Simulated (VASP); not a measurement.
# Fe (Cmce) in VASP: single point with r2SCAN

Aim: the single point of Fe with r2SCAN.

Program: VASP 6.6.1. These are calculated values, not measurements. Logs are shortened: lines on timing, memory, paths and dates and some standing lists are left out, and cuts for length are marked.

### 1 The cell of the first run

Symmetry: Cmce, No. 64, orthorhombic system. Conventional cell: a = 2.860 Å, b = 9.072 Å, c = 3.784 Å, α = 90.00°, β = 90.00°, γ = 90.00°. Fe (site symmetry m) has 3 Fe at 1.87 to 1.90 Å within 2.5 Å.

### 2 Single point, r2SCAN, collinear spin, ferromagnetic start

POSCAR

```
Fe
1.0
    1.4298565309     -4.5357986631      0.0000000000
    1.4298565309      4.5357986631      0.0000000000
    0.0000000000      0.0000000000      3.7841520275
Fe
4
Direct
    0.0980000000      0.9020000000      0.9100000000
    0.5980000000      0.4020000000      0.5900000000
    0.9020000000      0.0980000000      0.0900000000
    0.4020000000      0.5980000000      0.4100000000
```

INCAR.step1

```
SYSTEM = Fe
PREC = Accurate ; ENCUT = 660
ISMEAR = 0 ; SIGMA = 0.1
LREAL = .False. ; LASPH = .True.
NELM = 200 ; ISPIN = 2
MAGMOM = 4 4 4 4 ; LMAXMIX = 4
NBANDS = 44 ; GGA = PE
ALGO = Normal ; EDIFF = 1E-5
LWAVE = .True. ; LCHARG = .False.
GGA_COMPAT = .False.
```

INCAR.step2

```
SYSTEM = Fe
PREC = Accurate ; ENCUT = 660
EDIFF = 1E-6 ; ISMEAR = 0
SIGMA = 0.1 ; LREAL = .False.
LASPH = .True. ; NELM = 200
ALGO = Normal ; ISIF = 2
LWAVE = .False. ; LCHARG = .True.
ISPIN = 2 ; MAGMOM = 4 4 4 4
LORBIT = 11 ; LMAXMIX = 4
METAGGA = R2SCAN ; LMIXTAU = .True.
LELF = .True. ; LVHAR = .True.
NBANDS = 44 ; ISTART = 1
GGA_COMPAT = .False.
```

KPOINTS

```
regular mesh
0
Gamma
  6 6 6
  0 0 0
```

Potentials or basis: VASP PAW PBE potentials, release 64 (Fe_sv).

Started as:

```console
$ cat potpaw_PBE.64/Fe_sv/POTCAR > POTCAR
$ cp INCAR.step1 INCAR
$ mpirun -np 1 vasp_std > vasp.out
$ cp INCAR.step2 INCAR
$ mpirun -np 1 vasp_std > vasp.out
```

OUTCAR:

```text
SYSTEM = Fe
   PREC = Accurate
   ENCUT = 660
   EDIFF = 1E-6
   ISMEAR = 0
   LREAL = .False.
   LASPH = .True.
   NELM = 200
   ISIF = 2
   ISPIN = 2
   LORBIT = 11
   METAGGA = R2SCAN
   ISTART = 1

 ion  position               nearest neighbor table
   1  0.098  0.902  0.910-   2 1.87   2 1.87   3 1.90
   2  0.598  0.402  0.590-   1 1.87   1 1.87   4 1.90
   3  0.902  0.098  0.090-   4 1.87   4 1.87   1 1.90
   4  0.402  0.598  0.410-   3 1.87   3 1.87   2 1.90

  LATTYP: Found a base centered orthorhombic cell.
 ALAT       =     2.8597130618
 B/A-ratio  =     3.1722054382
 C/A-ratio  =     1.3232628399

  Lattice vectors:

 A1 = (   1.4298565309,  -4.5357986631,   0.0000000000)
 A2 = (   1.4298565309,   4.5357986631,   0.0000000000)
 A3 = (   0.0000000000,   0.0000000000,   3.7841520275)

Analysis of symmetry for initial positions (statically):
=====================================================================
 Subroutine PRICEL returns:
 Original cell was already a primitive cell.

 Routine SETGRP: Setting up the symmetry group for a
 base centered orthorhombic supercell.

 Subroutine GETGRP returns: Found  8 space group operations
 (whereof  4 operations were pure point group operations)
 out of a pool of  8 trial point group operations.

The static configuration has the point symmetry C_2h.
 The point group associated with its full space group is D_2h.

Analysis of symmetry for dynamics (positions and initial velocities):
=====================================================================
 Subroutine PRICEL returns:
 Original cell was already a primitive cell.

 Routine SETGRP: Setting up the symmetry group for a
 base centered orthorhombic supercell.

 Subroutine GETGRP returns: Found  8 space group operations
 (whereof  4 operations were pure point group operations)
 out of a pool of  8 trial point group operations.

The dynamic configuration has the point symmetry C_2h.
 The point group associated with its full space group is D_2h.

Analysis of structural, dynamic, and magnetic symmetry:
=====================================================================
 Subroutine PRICEL returns:
 Original cell was already a primitive cell.

 Routine SETGRP: Setting up the symmetry group for a
 base centered orthorhombic supercell.

 Subroutine GETGRP returns: Found  8 space group operations
 (whereof  4 operations were pure point group operations)
 out of a pool of  8 trial point group operations.

The overall configuration has the point symmetry C_2h.
 The point group associated with its full space group is D_2h.

 Subroutine INISYM returns: Found  8 space group operations
 (whereof  4 operations are pure point group operations),
 and found     1 'primitive' translations

----------------------------------------------------------------------------------------

                                     Primitive cell

  volume of cell :      49.0845

  direct lattice vectors                    reciprocal lattice vectors
     1.429856531 -4.535798663  0.000000000     0.349685433 -0.110234170  0.000000000
     1.429856531  4.535798663  0.000000000     0.349685433  0.110234170  0.000000000
     0.000000000  0.000000000  3.784152027     0.000000000  0.000000000  0.264259996

  length of vectors
     4.755834229  4.755834229  3.784152027     0.366648980  0.366648980  0.264259996

  position of ions in fractional coordinates (direct lattice)
     0.098000000  0.902000000  0.910000000
     0.598000000  0.402000000  0.590000000
     0.902000000  0.098000000  0.090000000
     0.402000000  0.598000000  0.410000000

  ion indices of the primitive-cell ions
   primitive index   ion index
                 1           1
                 2           2
                 3           3
                 4           4

----------------------------------------------------------------------------------------

 KPOINTS: regular mesh

Automatic generation of k-mesh.
 Grid dimensions read from file:
 generate k-points for:    6    6    6

 Generating k-lattice:

  Cartesian coordinates                     Fractional coordinates (reciprocal lattice)
     0.058280905 -0.018372362  0.000000000     0.166666667  0.000000000  0.000000000
     0.058280905  0.018372362  0.000000000     0.000000000  0.166666667  0.000000000
     0.000000000  0.000000000  0.044043333     0.000000000  0.000000000  0.166666667

  Length of vectors
     0.061108163  0.061108163  0.044043333

  Shift w.r.t. Gamma in fractional coordinates (k-lattice)
     0.000000000  0.000000000  0.000000000

 Subroutine IBZKPT returns following result:
 ===========================================

 Found     52 irreducible k-points:

 Following reciprocal coordinates:
            Coordinates               Weight
  0.000000  0.000000  0.000000      1.000000
  0.166667  0.000000  0.000000      4.000000
  0.333333 -0.000000  0.000000      4.000000
  0.500000 -0.000000  0.000000      2.000000
  0.166667  0.166667  0.000000      2.000000
  0.333333  0.166667  0.000000      4.000000
[... 16 lines left out ...]
  0.333333  0.333333  0.166667      4.000000
  0.500000  0.333333  0.166667      8.000000
 [... further k-points ...]
   k-points           NKPTS =     52   k-points in BZ     NKDIM =     52   number of bands    NBANDS=     44
   number of dos      NEDOS =    301   number of ions     NIONS =      4
   total plane-waves  NPLWV =  51200
   dimension x,y,z NGX =    40 NGY =   40 NGZ =   32
   dimension x,y,z NGXF=    80 NGYF=   80 NGZF=   64
   ions per type =               4
   NGX,Y,Z   is equivalent  to a cutoff of  13.98, 13.98, 14.06 a.u.
   NGXF,Y,Z  is equivalent  to a cutoff of  27.96, 27.96, 28.12 a.u.
 SYSTEM =  Fe
   PREC   = accura    normal or accurate (medium, high low for compatibility)
   ISTART =      1    job   : 0-new  1-cont  2-samecut
   ICHARG =      0    charge: 1-file 2-atom 10-const
   ISPIN  =      2    spin polarized calculation?
   LNONCOLLINEAR =      F non collinear calculations
   LSORBIT =      F    spin-orbit coupling
   LASPH  =      T    aspherical Exc in radial PAW
   ENCUT  =  660.0 eV  48.51 Ry    6.96 a.u.   9.96  9.96  7.93*2*pi/ulx,y,z
   NELM   =    200;   NELMIN=  2; NELMDL=  0     # of ELM steps
   EDIFF  = 0.1E-05   stopping-criterion for ELM
   LREAL  =      F    real-space projection
   EDIFFG = 0.1E-04   stopping-criterion for IOM
   NSW    =      0    number of steps for IOM
   IBRION =     -1    ionic relax: 0-MD 1-quasi-New 2-CG
   NFREE  =      0    steps in history (QN), initial steepest desc. (CG)
   ISIF   =      2    stress and relaxation
   ISYM   =      2    0-nonsym 1-usesym 2-fastsym
   POTIM  = 0.5000    time-step for ionic-motion
   TEBEG  =    0.0;   TEEND  =   0.0 temperature during run
   PSTRESS=    0.0 pullay stress
   NELECT =      64.0000    total number of electrons
   NUPDOWN=      -1.0000    fix difference up-down
   EMIN   =  10.00;   EMAX   =-10.00  energy-range for DOS
   EFERMI =   0.00;   METHOD = LEGACY
   ISMEAR =     0;   SIGMA  =   0.10  broadening in eV -4-tet -1-fermi 0-gaus
   EFERMI_NEDOS =   21; number of points for ismear=-14 and -15
   IALGO  =     38    algorithm
   IMIX   =      4    mixing-type and parameters
     AMIX     =   0.40;   BMIX     =  1.00
     AMIX_MAG =   1.60;   BMIX_MAG =  1.00
  volume/ion in A,a.u.               =      12.27        82.81
  Fermi-wavevector in a.u.,A,eV,Ry     =   1.788490  3.379756 43.520915  3.198697
  Thomas-Fermi vector in A             =   2.851656
   LORBIT       =     11    0 simple, 1 ext, 2 COOP (PROOUT), +10 PAW based schemes
   METAGGA = R2SCAN    functional components
   LHFCALC =     F    Hartree Fock is set to
   AEXX    =    0.0000 exact exchange contribution
   IVDW    =     0    specifies the selected vdW correction
   LEPSILON=     F    determine dielectric tensor
   LRPA    =     F    only Hartree local field effects (RPA)
 spin polarized calculation
 Gauss-broadening in eV      SIGMA  =   0.10
  energy-cutoff  :      660.00
  volume of cell :       49.08
 maximum number of plane-waves:      1908
   NGX = 19   NGY = 19   NGZ = 15

 number of electron      64.0000014 magnetization      -0.0009370

 Free energy of the ion-electron system (eV)
  ---------------------------------------------------
  ext. energy  EPLUGINS =         0.00000000
  ---------------------------------------------------
  free energy    TOTEN  =       -48.21082138 eV

  energy without entropy =      -48.18874511  energy(sigma->0) =      -48.19978325

 E-fermi :  11.2838     XC(G=0): -13.9486

 val. band max:       11.2725396027   @ k =   0.3333   0.3333   0.5000
 cond. band min:      11.2938545726   @ k =   0.3333   0.3333   0.3333
 fundamental gap:      0.0213149699
 Fermi energy:        11.2837997240

 spin component 1

 k-point     1 :       0.0000    0.0000    0.0000
  band No.  band energies     occupation
      1     -80.1096      1.00000
      2     -79.8186      1.00000
      3     -79.4249      1.00000
      4     -79.1318      1.00000
      5     -45.4963      1.00000
      6     -45.4201      1.00000
[... 36 lines left out ...]
     43      23.8192      0.00000
     44      23.9725      0.00000

 k-point     2 :       0.1667    0.0000    0.0000
  band No.  band energies     occupation
      1     -80.0634      1.00000
      2     -79.7725      1.00000
      3     -79.4703      1.00000
      4     -79.1777      1.00000
      5     -45.4941      1.00000
      6     -45.4723      1.00000
[... 36 lines left out ...]
     43      21.8184      0.00000
     44      23.4711      0.00000

 k-point     3 :       0.3333   -0.0000    0.0000
  band No.  band energies     occupation
      1     -79.9372      1.00000
      2     -79.6468      1.00000
      3     -79.5947      1.00000
      4     -79.3033      1.00000
      5     -45.5414      1.00000
      6     -45.5066      1.00000
[... 976 lines left out ...]
     43      22.2099      0.00000
     44      22.4893      0.00000

 k-point    24 :       0.5000    0.3333    0.1667
  band No.  band energies     occupation
      1     -80.0487      1.00000
      2     -79.8066      1.00000
      3     -79.4368      1.00000
      4     -79.1919      1.00000
      5     -45.4691      1.00000
      6     -45.4659      1.00000
[... 36 lines left out ...]
     43      22.5237      0.00000
     44      23.5942      0.00000

 [... further k-points ...]

 spin component 2

 k-point     1 :       0.0000    0.0000    0.0000
  band No.  band energies     occupation
      1     -80.1100      1.00000
      2     -79.8189      1.00000
      3     -79.4253      1.00000
      4     -79.1321      1.00000
      5     -45.4966      1.00000
      6     -45.4204      1.00000
[... 36 lines left out ...]
     43      23.8190      0.00000
     44      23.9724      0.00000

 k-point     2 :       0.1667    0.0000    0.0000
  band No.  band energies     occupation
      1     -80.0637      1.00000
      2     -79.7729      1.00000
      3     -79.4707      1.00000
      4     -79.1781      1.00000
      5     -45.4944      1.00000
      6     -45.4727      1.00000
[... 36 lines left out ...]
     43      21.8183      0.00000
     44      23.5387      0.00000

 k-point     3 :       0.3333   -0.0000    0.0000
  band No.  band energies     occupation
      1     -79.9376      1.00000
      2     -79.6471      1.00000
      3     -79.5951      1.00000
      4     -79.3036      1.00000
      5     -45.5417      1.00000
      6     -45.5069      1.00000
[... 976 lines left out ...]
     43      22.2098      0.00000
     44      22.4892      0.00000

 k-point    24 :       0.5000    0.3333    0.1667
  band No.  band energies     occupation
      1     -80.0491      1.00000
      2     -79.8070      1.00000
      3     -79.4372      1.00000
      4     -79.1923      1.00000
      5     -45.4694      1.00000
      6     -45.4662      1.00000
[... 36 lines left out ...]
     43      22.5235      0.00000
     44      23.5941      0.00000

 [... further k-points ...]
[... 5 lines left out ...]
  --------------------------------------------------------------------------------------
  -------------------------------------------------------------------------------------
  Total       17.5020011      6.9433036     12.6090521      0.0000000      0.0000000      0.0000000
  in kB      571.2858747    226.6375869    411.5742728      0.0000000      0.0000000      0.0000000
  external PRESSURE =     403.1659115 kB  Pullay stress =       0.0000000 kB

 VOLUME and BASIS-vectors are now :
 -----------------------------------------------------------------------------
  energy-cutoff  :      660.00
  volume of cell :       49.08
      direct lattice vectors                 reciprocal lattice vectors
     1.429856531 -4.535798663  0.000000000     0.349685433 -0.110234170  0.000000000
     1.429856531  4.535798663  0.000000000     0.349685433  0.110234170  0.000000000
     0.000000000  0.000000000  3.784152027     0.000000000  0.000000000  0.264259996

 POSITION                                       TOTAL-FORCE (eV/Angst)
 -----------------------------------------------------------------------------------
      1.42986      3.64678      3.44358         0.000000     -4.474773      5.086048
      1.42986     -0.88902      2.23265         0.000000     -4.474773     -5.086048
      1.42986     -3.64678      0.34057         0.000000      4.474773     -5.086048
      1.42986      0.88902      1.55150         0.000000      4.474773      5.086048
 -----------------------------------------------------------------------------------
    total drift:                                0.000000      0.000000      0.000000

  FREE ENERGIE OF THE ION-ELECTRON SYSTEM (eV)
  ---------------------------------------------------
  free  energy   TOTEN  =       -48.2108213815 eV

  energy  without entropy=      -48.1887451090  energy(sigma->0) =      -48.19978325

 total charge

# of ion       s       p       d       tot
------------------------------------------
    1        2.253   6.057   5.815  14.126
    2        2.253   6.057   5.815  14.126
    3        2.253   6.057   5.815  14.126
    4        2.253   6.057   5.815  14.126
--------------------------------------------------
tot          9.014  24.229  23.260  56.503

 magnetization (x)

# of ion       s       p       d       tot
------------------------------------------
    1        0.000   0.000  -0.000  -0.000
    2        0.000   0.000  -0.000  -0.000
    3        0.000   0.000  -0.000  -0.000
    4        0.000   0.000  -0.000  -0.000
--------------------------------------------------
tot          0.000   0.000  -0.001  -0.001
```

Run time: 13 min. Hardware: 1 thread of Intel Xeon Platinum 8488C (Sapphire Rapids), shared host; peak memory 0.41 GiB.

What came out:

- Free energy: -48.2108 eV
- Pressure: 40.3 GPa
- Largest force: 6.774 eV/Å
- Band gap on the k mesh: zero (filled and empty bands overlap)
- Net moment: 0.00 μB per cell
- Valence electrons inside the program's atomic spheres: Fe 14.13

Forces on the atoms (eV/Å):
```
Fe   0.000 -4.475  5.086
Fe   0.000 -4.475 -5.086
Fe   0.000  4.475 -5.086
Fe   0.000  4.475  5.086
```

Levels at points of the mesh, in eV from the Fermi level:
Spin up:
| k point | band 30 | band 31 | band 32 | band 33 | band 34 | band 35 |
| --- | --- | --- | --- | --- | --- | --- |
| (0.00, 0.00, 0.00) | -1.05 | -0.67 | -0.61 | -0.24 | 0.84 | 0.87 |
| (0.50, 0.00, 0.00) | -1.52 | -0.94 | -0.94 | 0.48 | 0.48 | 0.96 |
| (0.50, 0.50, 0.00) | -1.45 | -1.17 | 0.09 | 0.72 | 0.82 | 1.06 |
| (0.00, 0.00, 0.50) | -2.13 | 0.14 | 0.14 | 0.26 | 0.26 | 1.10 |
| (0.50, 0.00, 0.50) | -1.54 | -0.89 | -0.89 | 0.31 | 0.31 | 0.85 |
| (0.50, 0.50, 0.50) | -1.68 | -0.02 | -0.02 | 0.48 | 0.48 | 0.99 |
Spin down:
| k point | band 30 | band 31 | band 32 | band 33 | band 34 | band 35 |
| --- | --- | --- | --- | --- | --- | --- |
| (0.00, 0.00, 0.00) | -1.05 | -0.67 | -0.61 | -0.24 | 0.84 | 0.87 |
| (0.50, 0.00, 0.00) | -1.52 | -0.94 | -0.94 | 0.48 | 0.48 | 0.96 |
| (0.50, 0.50, 0.00) | -1.45 | -1.17 | 0.09 | 0.72 | 0.82 | 1.06 |
| (0.00, 0.00, 0.50) | -2.13 | 0.14 | 0.14 | 0.26 | 0.26 | 1.10 |
| (0.50, 0.00, 0.50) | -1.54 | -0.89 | -0.89 | 0.31 | 0.31 | 0.85 |
| (0.50, 0.50, 0.50) | -1.68 | -0.02 | -0.02 | 0.48 | 0.48 | 0.99 |

Caveat: the k points lie up to 0.38 Å⁻¹ apart; atoms lie so close that the PAW spheres overlap strongly, which falsifies energies and pressures; the moments typed at the start vanished in this run; the PAW data sets were made with another functional, which shifts forces and pressure a little.

The gap in the log of VASP goes by the Fermi energy; the results here count the filled bands.